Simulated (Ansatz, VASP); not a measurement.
## Ge in VASP and in Ansatz

```xyz
2
Lattice="0.0000 2.5976 3.1160 2.5976 0.0000 3.1160 2.5976 2.5976 0.0000" Properties=species:S:1:pos:R:3 pbc="T T T"
Ge    2.5976    2.5976    3.1160
Ge    3.8963    3.8963    4.6741
```

Alike in both runs: task single point; functional LDA; k mesh 16 × 16 × 16; occupations gaussian, width 0.15 eV; no spin polarisation.

|  | VASP | Ansatz |
| --- | --- | --- |
| version | VASP 6.6.1 | Ansatz 0.2.0 |
| potentials or method | VASP PAW LDA potentials, release 64 (Ge_d), cutoff 520 eV | scalar-relativistic, plane waves, PAW |
| valence electrons in the cell | 28 | 28 |

```tsv
	VASP	Ansatz	Ansatz less VASP
gap on the k mesh at the Fermi level (eV)	none	none	-
pressure (GPa)	4.7	4.4	-0.30
traceless stress, the component that is largest in VASP (GPa)	-11.08	-11.05	+0.034
```

LDA's correlation is that of Perdew and Zunger in VASP and of Perdew and Wang (1992) in Ansatz. A gap of «none» marks a metal or a gap that the smearing closes.
